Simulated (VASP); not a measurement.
A run of VASP 6.6.1 is set up as follows.

The input INCAR:

```
PREC     = Accurate       # precision mode
ENCUT    = 520            # plane-wave cutoff, eV
EDIFF    = 1E-6           # SCF threshold, eV
ISMEAR   = 0              # smearing method
SIGMA    = 0.05           # smearing width, eV
LREAL    = False          # projectors in reciprocal space
LASPH    = True           # aspherical terms in the spheres
NELM     = 150            # most SCF steps
ALGO     = Normal         # electronic algorithm
ISIF     = 2              # what is computed and relaxed
LWAVE    = False          # write WAVECAR
LCHARG   = False          # write CHGCAR
ISPIN    = 2              # spin polarisation
MAGMOM   = 0.42 0.38      # initial moments
LORBIT   = 11             # projections on sites
NUPDOWN  = 0.75           # fixed moment
LMAXMIX  = 4              # l up to which the mixer works
LDAU     = True           # DFT+U
LDAUTYPE = 2            
LDAUL    = 2 -1           # shell
LDAUU    = 4 0            # U, eV
LDAUJ    = 0 0          
LDAUPRINT= 1            
GGA      = PS             # functional
NBANDS   = 20             # bands
```

KPOINTS

```
regular mesh
0
Gamma
  7 7 7
```

Contents of POSCAR:

```
CuO
1.0
    0.0000000000      2.3272527300      2.3272527300
    2.3272527300      0.0000000000      2.3272527300
    2.3272527300      2.3272527300      0.0000000000
Cu O
1 1
Direct
    0.0000000000      0.0000000000      0.0000000000
    0.2500000000      0.2500000000      0.2500000000
```

Potentials or basis: VASP PAW PBE potentials, release 64 (Cu, O).

Command:

```console
$ cat potpaw_PBE.64/Cu/POTCAR potpaw_PBE.64/O/POTCAR > POTCAR
$ mpirun -np 1 vasp_std > vasp.out
```

**Question.** What does it give for the pressure?

**Answer.** -15.6 GPa.

Eigenvalues of the final occupation matrices:
```tsv
site	spin	trace	eigenvalues
site 1 d	1	4.83	0.96 0.96 0.96 0.97 0.97
site 1 d	2	4.41	0.84 0.84 0.84 0.95 0.95
```

Caveat: the PAW data sets were made with another functional, which shifts forces and pressure a little; the total moment is fixed, so each spin has its own Fermi level; a cell with one magnetic atom can't hold antiferromagnetic order, which such compounds often take. The state reached can hang on the start; a lower one may exist.
